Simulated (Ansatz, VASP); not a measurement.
## One calculation of PbF2, two programs

```
Pb F
1.0
     0.00000    2.96366    2.96366
     2.96366    0.00000    2.96366
     2.96366    2.96366    0.00000
Pb F
1 2
Direct
  0.00000 0.00000 0.00000
  0.25000 0.25000 0.25000
  0.75000 0.75000 0.75000
```

Alike in both runs: task single point; functional PBEsol; k mesh 6 × 6 × 6; occupations fermi-dirac, width 0.0272 eV; no spin polarisation.

|  | VASP | Ansatz |
| --- | --- | --- |
| version | VASP 6.6.1 | Ansatz 0.2.0 |
| potentials or method | VASP PAW PBE potentials, release 64 (Pb_d, F) | PAW with Ansatz's default frozen-core files, scalar-relativistic |
| plane-wave cutoff (eV) | 600 | 420 |
| valence electrons in the cell | 28 | 28 |

Ansatz gave:

- gap on the k mesh at the Fermi level (eV): 4.33
- pressure (GPa): -1.1

Problem. Estimate VASP's values.

Solution. gap on the k mesh at the Fermi level (eV): 4.33; pressure (GPa): -1.3.

VASP's potentials were made for PBE, not for PBEsol.

Neither program's run includes spin-orbit coupling.
